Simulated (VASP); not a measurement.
**MoS2: single point with PBE+U**

MoS2:

```
CELL_PARAMETERS angstrom
3.04633 0.00000 0.00000
-1.52317 2.63820 0.00000
0.00000 0.00000 11.10114
ATOMIC_POSITIONS crystal
Mo 0.33333 0.66667 0.25000
Mo 0.66667 0.33333 0.75000
S 0.33333 0.66667 0.60832
S 0.66667 0.33333 0.10832
S 0.33333 0.66667 0.89168
S 0.66667 0.33333 0.39168
```

| Item | Value |
| --- | --- |
| Program | VASP 6.6.1 |
| Task | single point |
| Functional | PBE |
| Potentials or basis | VASP PAW PBE potentials, release 64 (Mo_sv, S) |
| Cutoff | 520 eV |
| k mesh | 8 × 8 × 2 |
| Occupations | fermi-dirac, width 0.0714 eV |
| Spin | non-collinear spin, typed start, spin-orbit coupling |
| Starting moments | [[0.0, 0.0, 2.0], [0.0, 0.0, 2.0], [0.0, 0.0, 0.0], [0.0, 0.0, 0.0], [0.0, 0.0, 0.0], [0.0, 0.0, 0.0]] μB |
| Hubbard terms | Mo d U = 3.79 eV |

| Property | Result |
| --- | --- |
| Pressure | 22.8 GPa |
| Largest force | 0.243 eV/Å |
| Net moment | 0.00 μB per cell |
| Valence electrons inside the program's atomic spheres | Mo 12.59; S 3.75 |

Forces on the atoms (eV/Å):
```
Mo   0.000  0.000  0.000
Mo   0.000  0.000  0.000
S    0.000  0.000 -0.243
S    0.000  0.000 -0.243
S    0.000  0.000  0.243
S    0.000  0.000  0.243
```

Stress tensor (GPa, compression positive):
```
22.59  0.00  0.00
 0.00 22.59  0.00
 0.00  0.00 23.31
```

Moments on the atoms (μB; x, y, z):
```
Mo  0.00 0.00 0.00
Mo  0.00 0.00 0.00
S   0.00 0.00 0.00
S   0.00 0.00 0.00
S   0.00 0.00 0.00
S   0.00 0.00 0.00
```

Run time: 10 min on 1 thread of Oxide Virtual Turin-like Processor (shared host), peak memory 0.48 GiB.

Caveat: the cell stands under pressure. The state reached can hang on the start; a lower one may exist.
